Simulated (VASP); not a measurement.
Input of a VASP 6.6.1 run:

POSCAR

```
Ag
1.0
    2.9233576096      0.0000000000      0.0000000000
   -1.4616788048      2.5317019543      0.0000000000
    0.0000000000      0.0000000000      9.5498858083
Ag
4
Direct
    0.0000000000      0.0000000000      0.0000000000
    0.0000000000      0.0000000000      0.5000000000
    0.3333333333      0.6666666667      0.2500000000
    0.6666666667      0.3333333333      0.7500000000
```

INCAR.step1

```
PREC     = Accurate       # precision mode
ENCUT    = 520            # plane-wave cutoff, eV
ISMEAR   = 0              # smearing method
SIGMA    = 0.1            # smearing width, eV
LREAL    = False          # projectors in reciprocal space
LASPH    = True           # aspherical terms in the spheres
NELM     = 100            # most SCF steps
NBANDS   = 30             # bands
GGA      = PE             # functional
ALGO     = Normal         # electronic algorithm
EDIFF    = 1E-4           # SCF threshold, eV
LWAVE    = True           # write WAVECAR
LCHARG   = False          # write CHGCAR
```

File INCAR.step2:

```
PREC     = Accurate       # precision mode
ENCUT    = 520            # plane-wave cutoff, eV
EDIFF    = 1E-6           # SCF threshold, eV
ISMEAR   = 0              # smearing method
SIGMA    = 0.1            # smearing width, eV
LREAL    = False          # projectors in reciprocal space
LASPH    = True           # aspherical terms in the spheres
NELM     = 100            # most SCF steps
ALGO     = Normal         # electronic algorithm
ISIF     = 2              # what is computed and relaxed
LWAVE    = False          # write WAVECAR
LCHARG   = False          # write CHGCAR
METAGGA  = R2SCAN         # meta-GGA
LMIXTAU  = True         
NBANDS   = 30             # bands
ISTART   = 1
```

KPOINTS

```
regular mesh
0
Gamma
  18 18 6
```

Potentials or basis: VASP PAW PBE potentials, release 64 (Ag).

Command:

```console
$ cat potpaw_PBE.64/Ag/POTCAR > POTCAR
$ cp INCAR.step1 INCAR
$ mpirun -np 1 vasp_std > vasp.out
$ cp INCAR.step2 INCAR
$ mpirun -np 1 vasp_std > vasp.out
```

Problem. Predict the pressure.

Solution. -1.9 GPa.

Problem. Predict the band gap on the k mesh.

Solution. Zero (band 22 reaches 11.46 eV, above the bottom of band 23 at 4.62 eV).

Caveat: the PAW data sets were made with another functional, which shifts forces and pressure a little.
